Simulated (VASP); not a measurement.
# Cu (Pm-3m) in VASP: notebook, part 2 of 2

VASP 6.6.1. Earlier steps stand in the parts before.

### Step 3. Single point, PBE

Contents of INCAR:

```
ALGO     = Normal         # electronic algorithm
EDIFF    = 1E-7           # SCF threshold, eV
ENCUT    = 520            # plane-wave cutoff, eV
GGA      = PE             # functional
ISIF     = 2              # what is computed and relaxed
ISMEAR   = -1             # smearing method
LASPH    = True           # aspherical terms in the spheres
LCHARG   = False          # write CHGCAR
LREAL    = False          # projectors in reciprocal space
LWAVE    = False          # write WAVECAR
NBANDS   = 12             # bands
NELM     = 60             # most SCF steps
PREC     = Accurate       # precision mode
SIGMA    = 0.1            # smearing width, eV
```

Contents of KPOINTS:

```
k-points
0
Gamma
  19 19 19
```

Contents of POSCAR:

```
Cu
1.0
    1.9750799306      0.0000000000      0.0000000000
    0.0000000000      1.9750799306      0.0000000000
    0.0000000000      0.0000000000      1.9750799306
Cu
1
Direct
    0.0000000000      0.0000000000      0.0000000000
```

Potentials or basis: VASP PAW PBE potentials, release 64 (Cu).

On the command line:

```bash
> cat potpaw_PBE.64/Cu/POTCAR > POTCAR
> mpirun -np 1 vasp_std > vasp.out
```

OUTCAR:

```text
EDIFF = 1E-7
   ENCUT = 520
   GGA = PE
   ISIF = 2
   ISMEAR = -1
   LASPH = True
   LREAL = False
   NELM = 60
   PREC = Accurate

 ion  position               nearest neighbor table
   1  0.000  0.000  0.000-

  LATTYP: Found a simple cubic cell.
 ALAT       =     1.9750799306

  Lattice vectors:

 A1 = (   1.9750799306,   0.0000000000,   0.0000000000)
 A2 = (   0.0000000000,   1.9750799306,   0.0000000000)
 A3 = (   0.0000000000,   0.0000000000,   1.9750799306)

Analysis of symmetry for initial positions (statically):
=====================================================================
 Subroutine PRICEL returns:
 Original cell was already a primitive cell.

 Routine SETGRP: Setting up the symmetry group for a
 simple cubic supercell.

 Subroutine GETGRP returns: Found 48 space group operations
 (whereof 48 operations were pure point group operations)
 out of a pool of 48 trial point group operations.

The static configuration has the point symmetry O_h .

Analysis of symmetry for dynamics (positions and initial velocities):
=====================================================================
 Subroutine PRICEL returns:
 Original cell was already a primitive cell.

 Routine SETGRP: Setting up the symmetry group for a
 simple cubic supercell.

 Subroutine GETGRP returns: Found 48 space group operations
 (whereof 48 operations were pure point group operations)
 out of a pool of 48 trial point group operations.

The dynamic configuration has the point symmetry O_h .

 Subroutine INISYM returns: Found 48 space group operations
 (whereof 48 operations are pure point group operations),
 and found     1 'primitive' translations

----------------------------------------------------------------------------------------

                                     Primitive cell

  volume of cell :       7.7047

  direct lattice vectors                    reciprocal lattice vectors
     1.975079931  0.000000000  0.000000000     0.506308623  0.000000000  0.000000000
     0.000000000  1.975079931  0.000000000     0.000000000  0.506308623  0.000000000
     0.000000000  0.000000000  1.975079931     0.000000000  0.000000000  0.506308623

  length of vectors
     1.975079931  1.975079931  1.975079931     0.506308623  0.506308623  0.506308623

  position of ions in fractional coordinates (direct lattice)
     0.000000000  0.000000000  0.000000000

  ion indices of the primitive-cell ions
   primitive index   ion index
                 1           1

----------------------------------------------------------------------------------------

 KPOINTS: k-points

Automatic generation of k-mesh.
 Grid dimensions read from file:
 generate k-points for:   19   19   19

 Generating k-lattice:

  Cartesian coordinates                     Fractional coordinates (reciprocal lattice)
     0.026647822  0.000000000  0.000000000     0.052631579  0.000000000  0.000000000
     0.000000000  0.026647822  0.000000000     0.000000000  0.052631579  0.000000000
     0.000000000  0.000000000  0.026647822     0.000000000  0.000000000  0.052631579

  Length of vectors
     0.026647822  0.026647822  0.026647822

  Shift w.r.t. Gamma in fractional coordinates (k-lattice)
     0.000000000  0.000000000  0.000000000

 Subroutine IBZKPT returns following result:
 ===========================================

 Found    220 irreducible k-points:

 Following reciprocal coordinates:
            Coordinates               Weight
  0.000000  0.000000  0.000000      1.000000
  0.052632  0.000000  0.000000      6.000000
  0.105263  0.000000  0.000000      6.000000
  0.157895  0.000000  0.000000      6.000000
  0.210526  0.000000  0.000000      6.000000
  0.263158  0.000000  0.000000      6.000000
[... 16 lines left out ...]
  0.263158  0.105263  0.000000     24.000000
  0.315789  0.105263  0.000000     24.000000
 [... further k-points ...]
   k-points           NKPTS =    220   k-points in BZ     NKDIM =    220   number of bands    NBANDS=     12
   number of dos      NEDOS =    301   number of ions     NIONS =      1
   total plane-waves  NPLWV =   4096
   dimension x,y,z NGX =    16 NGY =   16 NGZ =   16
   dimension x,y,z NGXF=    32 NGYF=   32 NGZF=   32
   ions per type =               1
   NGX,Y,Z   is equivalent  to a cutoff of  13.47, 13.47, 13.47 a.u.
   NGXF,Y,Z  is equivalent  to a cutoff of  26.93, 26.93, 26.93 a.u.
 SYSTEM =  unknown system
   PREC   = accura    normal or accurate (medium, high low for compatibility)
   ISTART =      0    job   : 0-new  1-cont  2-samecut
   ICHARG =      2    charge: 1-file 2-atom 10-const
   ISPIN  =      1    spin polarized calculation?
   LNONCOLLINEAR =      F non collinear calculations
   LSORBIT =      F    spin-orbit coupling
   LASPH  =      T    aspherical Exc in radial PAW
   ENCUT  =  520.0 eV  38.22 Ry    6.18 a.u.   3.67  3.67  3.67*2*pi/ulx,y,z
   NELM   =     60;   NELMIN=  2; NELMDL= -5     # of ELM steps
   EDIFF  = 0.1E-06   stopping-criterion for ELM
   LREAL  =      F    real-space projection
   EDIFFG = 0.1E-05   stopping-criterion for IOM
   NSW    =      0    number of steps for IOM
   IBRION =     -1    ionic relax: 0-MD 1-quasi-New 2-CG
   NFREE  =      0    steps in history (QN), initial steepest desc. (CG)
   ISIF   =      2    stress and relaxation
   ISYM   =      2    0-nonsym 1-usesym 2-fastsym
   POTIM  = 0.5000    time-step for ionic-motion
   TEBEG  =    0.0;   TEEND  =   0.0 temperature during run
   PSTRESS=    0.0 pullay stress
   NELECT =      11.0000    total number of electrons
   NUPDOWN=      -1.0000    fix difference up-down
   EMIN   =  10.00;   EMAX   =-10.00  energy-range for DOS
   EFERMI =   0.00;   METHOD = LEGACY
   ISMEAR =    -1;   SIGMA  =   0.10  broadening in eV -4-tet -1-fermi 0-gaus
   EFERMI_NEDOS =   21; number of points for ismear=-14 and -15
   IALGO  =     38    algorithm
   IMIX   =      4    mixing-type and parameters
     AMIX     =   0.40;   BMIX     =  1.00
     AMIX_MAG =   1.60;   BMIX_MAG =  1.00
  volume/ion in A,a.u.               =       7.70        51.99
  Fermi-wavevector in a.u.,A,eV,Ry     =   1.843406  3.483533 46.234590  3.398147
  Thomas-Fermi vector in A             =   2.895106
   LORBIT       =      0    0 simple, 1 ext, 2 COOP (PROOUT), +10 PAW based schemes
   GGA     = PE    functional components
   LHFCALC =     F    Hartree Fock is set to
   AEXX    =    0.0000 exact exchange contribution
   IVDW    =     0    specifies the selected vdW correction
   LEPSILON=     F    determine dielectric tensor
   LRPA    =     F    only Hartree local field effects (RPA)
 non-spin polarized calculation
  energy-cutoff  :      520.00
  volume of cell :        7.70
 maximum number of plane-waves:       219
 NGX is ok and might be reduce to    16
   NGX =  7   NGY =  7   NGZ =  7

 number of electron      11.0000017 magnetization

 Free energy of the ion-electron system (eV)
  ---------------------------------------------------
  ext. energy  EPLUGINS =         0.00000000
  ---------------------------------------------------
  free energy    TOTEN  =        -0.39810653 eV

  energy without entropy =       -0.39134985  energy(sigma->0) =       -0.39472819

 E-fermi :  14.3240     XC(G=0): -15.3076

 val. band max:       14.3227857755   @ k =   0.4211   0.2105   0.1053
 cond. band min:      14.3469933189   @ k =   0.4211   0.2632   0.0000
 fundamental gap:      0.0242075434
 Fermi energy:        14.3239859694

 k-point     1 :       0.0000    0.0000    0.0000
  band No.  band energies     occupation
      1       1.3920      2.00000
      2       6.7284      2.00000
      3       6.7284      2.00000
      4      12.6207      2.00000
      5      12.6207      2.00000
      6      12.6207      2.00000
      7      39.0523      0.00000
      8      39.0523      0.00000
      9      39.0523      0.00000
     10      44.0547      0.00000
     11      44.0547      0.00000
     12      51.1221      0.00000
[... 331 lines left out ...]
 k-point    24 :       0.3158    0.1053    0.0000
  band No.  band energies     occupation
      1       5.2632      2.00000
      2       7.4939      2.00000
      3       8.7985      2.00000
      4      11.2514      2.00000
      5      11.2824      2.00000
      6      12.5399      2.00000
      7      24.3312      0.00000
      8      38.5142      0.00000
      9      44.8839      0.00000
     10      45.3501      0.00000
     11      50.3088      0.00000
     12      54.8983      0.00000

 [... further k-points ...]

------------------------ aborting loop because EDIFF is reached ----------------------------------------

  FORCE on cell =-STRESS in cart. coord.  units (eV):
  Direction    XX          YY          ZZ          XY          YZ          ZX
  --------------------------------------------------------------------------------------
  -------------------------------------------------------------------------------------
  Total       12.5751817     12.5751817     12.5751817     -0.0000000      0.0000000     -0.0000000
  in kB     2614.9947522   2614.9947522   2614.9947522     -0.0000000      0.0000000     -0.0000000
  external PRESSURE =    2614.9947522 kB  Pullay stress =       0.0000000 kB

 VOLUME and BASIS-vectors are now :
 -----------------------------------------------------------------------------
  energy-cutoff  :      520.00
  volume of cell :        7.70
      direct lattice vectors                 reciprocal lattice vectors
     1.975079931  0.000000000  0.000000000     0.506308623  0.000000000  0.000000000
     0.000000000  1.975079931  0.000000000     0.000000000  0.506308623  0.000000000
     0.000000000  0.000000000  1.975079931     0.000000000  0.000000000  0.506308623

 POSITION                                       TOTAL-FORCE (eV/Angst)
 -----------------------------------------------------------------------------------
      0.00000      0.00000      0.00000         0.000000      0.000000      0.000000
 -----------------------------------------------------------------------------------
    total drift:                               -0.000000      0.000000      0.000000

  FREE ENERGIE OF THE ION-ELECTRON SYSTEM (eV)
  ---------------------------------------------------
  free  energy   TOTEN  =        -0.3981065272 eV

  energy  without entropy=       -0.3913498539  energy(sigma->0) =       -0.39472819
```

It took 7.7 s on 1 thread of Intel Xeon 6975P-C, shared host; peak memory 0.13 GiB.

What came out:

```
Free energy : -0.3981 eV
Pressure    : 261.5 GPa
```
